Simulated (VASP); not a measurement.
# In (I4/mmm) in VASP: single point with r2SCAN

Aim: the single point of In with r2SCAN.

All numbers are computed with VASP 6.6.1; they aren't measurements. Logs are shortened: lines on timing, memory, paths and dates and some standing lists are left out, and cuts for length are marked.

**1. The cell of the first run**

The typed cell holds 1 atom: a = 3.339 Å, b = 3.339 Å, c = 3.339 Å, α = 120.04°, β = 120.04°, γ = 89.94°.

**2. Single point, r2SCAN**

The input, POSCAR:

```
In
1.0
   -1.6688095014      1.6688095014      2.3626334455
    1.6688095014     -1.6688095014      2.3626334455
    1.6688095014      1.6688095014     -2.3626334455
In
1
Direct
    0.0000000000      0.0000000000      0.0000000000
```

The input, INCAR.step1:

```
ALGO = Normal ; EDIFF = 1E-4
ENCUT = 520 ; GGA = PE
ISMEAR = 0 ; LASPH = T
LCHARG = F ; LREAL = F
LWAVE = T ; NBANDS = 12
NELM = 100 ; PREC = Accurate
SIGMA = 0.1
```

The input, INCAR.step2:

```
ALGO = Normal ; EDIFF = 1E-6
ENCUT = 520 ; ISIF = 2
ISMEAR = 0 ; ISTART = 1
LASPH = T ; LCHARG = F
LMIXTAU = T ; LREAL = F
LWAVE = F ; METAGGA = R2SCAN
NBANDS = 12 ; NELM = 100
PREC = Accurate ; SIGMA = 0.1
```

The input, KPOINTS:

```
k-points
0
Gamma
  18 18 18
```

Potentials or basis: VASP PAW PBE potentials, release 64 (In_d).

Run with:

```
cat potpaw_PBE.64/In_d/POTCAR > POTCAR
cp INCAR.step1 INCAR
mpirun -np 1 vasp_std > vasp.out
cp INCAR.step2 INCAR
mpirun -np 1 vasp_std > vasp.out
```

OUTCAR:

```text
EDIFF = 1E-6
   ENCUT = 520
   ISIF = 2
   ISMEAR = 0
   ISTART = 1
   LASPH = T
   LREAL = F
   METAGGA = R2SCAN
   NELM = 100
   PREC = Accurate

 ion  position               nearest neighbor table
   1  0.000  0.000  0.000-

  LATTYP: Found a body centered tetragonal cell.
 ALAT       =     3.3376190028
 C/A-ratio  =     1.4157598237

  Lattice vectors:

 A1 = (  -1.6688095014,   1.6688095014,   2.3626334455)
 A2 = (   1.6688095014,  -1.6688095014,   2.3626334455)
 A3 = (   1.6688095014,   1.6688095014,  -2.3626334455)

Analysis of symmetry for initial positions (statically):
=====================================================================
 Subroutine PRICEL returns:
 Original cell was already a primitive cell.

 Routine SETGRP: Setting up the symmetry group for a
 body centered tetragonal supercell.

 Subroutine GETGRP returns: Found 16 space group operations
 (whereof 16 operations were pure point group operations)
 out of a pool of 16 trial point group operations.

The static configuration has the point symmetry D_4h.

Analysis of symmetry for dynamics (positions and initial velocities):
=====================================================================
 Subroutine PRICEL returns:
 Original cell was already a primitive cell.

 Routine SETGRP: Setting up the symmetry group for a
 body centered tetragonal supercell.

 Subroutine GETGRP returns: Found 16 space group operations
 (whereof 16 operations were pure point group operations)
 out of a pool of 16 trial point group operations.

The dynamic configuration has the point symmetry D_4h.

 Subroutine INISYM returns: Found 16 space group operations
 (whereof 16 operations are pure point group operations),
 and found     1 'primitive' translations

----------------------------------------------------------------------------------------

                                     Primitive cell

  volume of cell :      26.3190

  direct lattice vectors                    reciprocal lattice vectors
    -1.668809501  1.668809501  2.362633446     0.000000000  0.299614785  0.211628258
     1.668809501 -1.668809501  2.362633446     0.299614785  0.000000000  0.211628258
     1.668809501  1.668809501 -2.362633446     0.299614785  0.299614785  0.000000000

  length of vectors
     3.339444131  3.339444131  3.339444131     0.366818128  0.366818128  0.423719292

  position of ions in fractional coordinates (direct lattice)
     0.000000000  0.000000000  0.000000000

  ion indices of the primitive-cell ions
   primitive index   ion index
                 1           1

----------------------------------------------------------------------------------------

 KPOINTS: k-points

Automatic generation of k-mesh.
 Grid dimensions read from file:
 generate k-points for:   18   18   18

 Generating k-lattice:

  Cartesian coordinates                     Fractional coordinates (reciprocal lattice)
     0.000000000  0.016645266  0.011757125     0.055555556  0.000000000  0.000000000
     0.016645266  0.000000000  0.011757125     0.000000000  0.055555556  0.000000000
     0.016645266  0.016645266  0.000000000     0.000000000  0.000000000  0.055555556

  Length of vectors
     0.020378785  0.020378785  0.023539961

  Shift w.r.t. Gamma in fractional coordinates (k-lattice)
     0.000000000  0.000000000  0.000000000

 Subroutine IBZKPT returns following result:
 ===========================================

 Found    480 irreducible k-points:

 Following reciprocal coordinates:
            Coordinates               Weight
  0.000000  0.000000  0.000000      1.000000
  0.055556  0.000000 -0.000000      8.000000
  0.111111  0.000000 -0.000000      8.000000
  0.166667  0.000000  0.000000      8.000000
  0.222222  0.000000 -0.000000      8.000000
  0.277778  0.000000 -0.000000      8.000000
[... 16 lines left out ...]
 -0.277778  0.055556  0.000000     16.000000
 -0.222222  0.055556  0.000000     16.000000
 [... further k-points ...]
   k-points           NKPTS =    480   k-points in BZ     NKDIM =    480   number of bands    NBANDS=     12
   number of dos      NEDOS =    301   number of ions     NIONS =      1
   total plane-waves  NPLWV =  21952
   dimension x,y,z NGX =    28 NGY =   28 NGZ =   28
   dimension x,y,z NGXF=    56 NGYF=   56 NGZF=   56
   ions per type =               1
   NGX,Y,Z   is equivalent  to a cutoff of  13.94, 13.94, 13.94 a.u.
   NGXF,Y,Z  is equivalent  to a cutoff of  27.88, 27.88, 27.88 a.u.
 SYSTEM =  unknown system
   PREC   = accura    normal or accurate (medium, high low for compatibility)
   ISTART =      1    job   : 0-new  1-cont  2-samecut
   ICHARG =      0    charge: 1-file 2-atom 10-const
   ISPIN  =      1    spin polarized calculation?
   LNONCOLLINEAR =      F non collinear calculations
   LSORBIT =      F    spin-orbit coupling
   LASPH  =      T    aspherical Exc in radial PAW
   ENCUT  =  520.0 eV  38.22 Ry    6.18 a.u.   6.21  6.21  6.21*2*pi/ulx,y,z
   NELM   =    100;   NELMIN=  2; NELMDL=  0     # of ELM steps
   EDIFF  = 0.1E-05   stopping-criterion for ELM
   LREAL  =      F    real-space projection
   EDIFFG = 0.1E-04   stopping-criterion for IOM
   NSW    =      0    number of steps for IOM
   IBRION =     -1    ionic relax: 0-MD 1-quasi-New 2-CG
   NFREE  =      0    steps in history (QN), initial steepest desc. (CG)
   ISIF   =      2    stress and relaxation
   ISYM   =      2    0-nonsym 1-usesym 2-fastsym
   POTIM  = 0.5000    time-step for ionic-motion
   TEBEG  =    0.0;   TEEND  =   0.0 temperature during run
   PSTRESS=    0.0 pullay stress
   NELECT =      13.0000    total number of electrons
   NUPDOWN=      -1.0000    fix difference up-down
   EMIN   =  10.00;   EMAX   =-10.00  energy-range for DOS
   EFERMI =   0.00;   METHOD = LEGACY
   ISMEAR =     0;   SIGMA  =   0.10  broadening in eV -4-tet -1-fermi 0-gaus
   EFERMI_NEDOS =   21; number of points for ismear=-14 and -15
   IALGO  =     38    algorithm
   IMIX   =      4    mixing-type and parameters
     AMIX     =   0.40;   BMIX     =  1.00
     AMIX_MAG =   1.60;   BMIX_MAG =  1.00
  volume/ion in A,a.u.               =      26.32       177.61
  Fermi-wavevector in a.u.,A,eV,Ry     =   1.294095  2.445484 22.785413  1.674681
  Thomas-Fermi vector in A             =   2.425699
   LORBIT       =      0    0 simple, 1 ext, 2 COOP (PROOUT), +10 PAW based schemes
   METAGGA = R2SCAN    functional components
   LHFCALC =     F    Hartree Fock is set to
   AEXX    =    0.0000 exact exchange contribution
   IVDW    =     0    specifies the selected vdW correction
   LEPSILON=     F    determine dielectric tensor
   LRPA    =     F    only Hartree local field effects (RPA)
 non-spin polarized calculation
 Gauss-broadening in eV      SIGMA  =   0.10
  energy-cutoff  :      520.00
  volume of cell :       26.32
 maximum number of plane-waves:       725
 NGX is ok and might be reduce to    28
   NGX = 13   NGY = 13   NGZ = 13

 number of electron      13.0000004 magnetization

 Free energy of the ion-electron system (eV)
  ---------------------------------------------------
  ext. energy  EPLUGINS =         0.00000000
  ---------------------------------------------------
  free energy    TOTEN  =       -22.57468927 eV

  energy without entropy =      -22.57250346  energy(sigma->0) =      -22.57359637

 E-fermi :   7.4523     XC(G=0): -11.0453

 val. band max:        7.4506252406   @ k =  -0.3333   0.4444   0.1111
 cond. band min:       7.4527067366   @ k =  -0.3889   0.4444   0.1667
 fundamental gap:      0.0020814960
 Fermi energy:         7.4522504549

 k-point     1 :       0.0000    0.0000    0.0000
  band No.  band energies     occupation
      1      -7.8045      2.00000
      2      -7.8031      2.00000
      3      -7.8031      2.00000
      4      -7.6273      2.00000
      5      -7.6255      2.00000
      6      -2.5772      2.00000
      7      18.5665      0.00000
      8      18.5665      0.00000
      9      18.5702      0.00000
     10      19.5342      0.00000
     11      21.9462      0.00000
     12      21.9491      0.00000

 k-point     2 :       0.0556    0.0000   -0.0000
  band No.  band energies     occupation
      1      -7.8047      2.00000
      2      -7.7983      2.00000
      3      -7.7974      2.00000
      4      -7.6280      2.00000
      5      -7.6263      2.00000
      6      -2.5064      2.00000
      7      17.5729      0.00000
      8      18.4234      0.00000
      9      18.4244      0.00000
     10      19.3753      0.00000
     11      22.1848      0.00000
     12      22.1860      0.00000

 k-point     3 :       0.1111    0.0000   -0.0000
  band No.  band energies     occupation
      1      -7.8080      2.00000
      2      -7.7837      2.00000
      3      -7.7828      2.00000
      4      -7.6283      2.00000
      5      -7.6267      2.00000
      6      -2.2929      2.00000
      7      15.6624      0.00000
      8      18.0806      0.00000
      9      18.0829      0.00000
     10      19.3064      0.00000
     11      22.8015      0.00000
     12      22.8023      0.00000
[... 286 lines left out ...]
 k-point    23 :      -0.2778    0.0556    0.0000
  band No.  band energies     occupation
      1      -7.8367      2.00000
      2      -7.7595      2.00000
      3      -7.7504      2.00000
      4      -7.6064      2.00000
      5      -7.5584      2.00000
      6      -0.9412      2.00000
      7      10.4582      0.00000
      8      16.1411      0.00000
      9      17.0990      0.00000
     10      19.2735      0.00000
     11      21.2170      0.00000
     12      22.9942      0.00000

 k-point    24 :      -0.2222    0.0556    0.0000
  band No.  band energies     occupation
      1      -7.8273      2.00000
      2      -7.7559      2.00000
      3      -7.7499      2.00000
      4      -7.6339      2.00000
      5      -7.5898      2.00000
      6      -1.5485      2.00000
      7      12.3710      0.00000
      8      16.4713      0.00000
      9      17.4661      0.00000
     10      19.5999      0.00000
     11      21.4310      0.00000
     12      23.0312      0.00000

 [... further k-points ...]
[... 5 lines left out ...]
  --------------------------------------------------------------------------------------
  -------------------------------------------------------------------------------------
  Total        0.0024273      0.0024273      0.0013716      0.0000000      0.0000000      0.0000000
  in kB        0.1477595      0.1477595      0.0834982      0.0000000      0.0000000      0.0000000
  external PRESSURE =       0.1263391 kB  Pullay stress =       0.0000000 kB

 VOLUME and BASIS-vectors are now :
 -----------------------------------------------------------------------------
  energy-cutoff  :      520.00
  volume of cell :       26.32
      direct lattice vectors                 reciprocal lattice vectors
    -1.668809501  1.668809501  2.362633446     0.000000000  0.299614785  0.211628258
     1.668809501 -1.668809501  2.362633446     0.299614785  0.000000000  0.211628258
     1.668809501  1.668809501 -2.362633446     0.299614785  0.299614785  0.000000000

 POSITION                                       TOTAL-FORCE (eV/Angst)
 -----------------------------------------------------------------------------------
      0.00000      0.00000      0.00000         0.000000     -0.000000      0.000000
 -----------------------------------------------------------------------------------
    total drift:                               -0.000000     -0.000000     -0.000000

  FREE ENERGIE OF THE ION-ELECTRON SYSTEM (eV)
  ---------------------------------------------------
  free  energy   TOTEN  =       -22.5746892746 eV

  energy  without entropy=      -22.5725034588  energy(sigma->0) =      -22.57359637
```

It took 14 min on 1 thread of Intel Xeon 8259CL, shared host; peak memory 0.28 GiB.

What came out:

```yaml
Free_energy: -22.5747 eV
Pressure: 0.0 GPa
```

Levels at points of the mesh, in eV from the Fermi level:
| k point | band 3 | band 4 | band 5 | band 6 | band 7 | band 8 | band 9 | band 10 |
| --- | --- | --- | --- | --- | --- | --- | --- | --- |
| (0.00, 0.00, 0.00) | -15.26 | -15.08 | -15.08 | -10.03 | 11.11 | 11.11 | 11.12 | 12.08 |
| (0.50, 0.00, 0.00) | -15.25 | -14.92 | -14.92 | -4.52 | -3.60 | 8.81 | 8.83 | 11.56 |
| (0.50, 0.50, 0.00) | -14.93 | -14.87 | -14.87 | -2.45 | -2.08 | 4.19 | 4.20 | 7.75 |
| (0.50, 0.50, 0.50) | -14.93 | -14.87 | -14.87 | -2.47 | -2.10 | 4.21 | 4.21 | 7.76 |

Caveat: the PAW data sets were made with another functional, which shifts forces and pressure a little; spin-orbit coupling is left out, which moves the levels of the heavy elements.
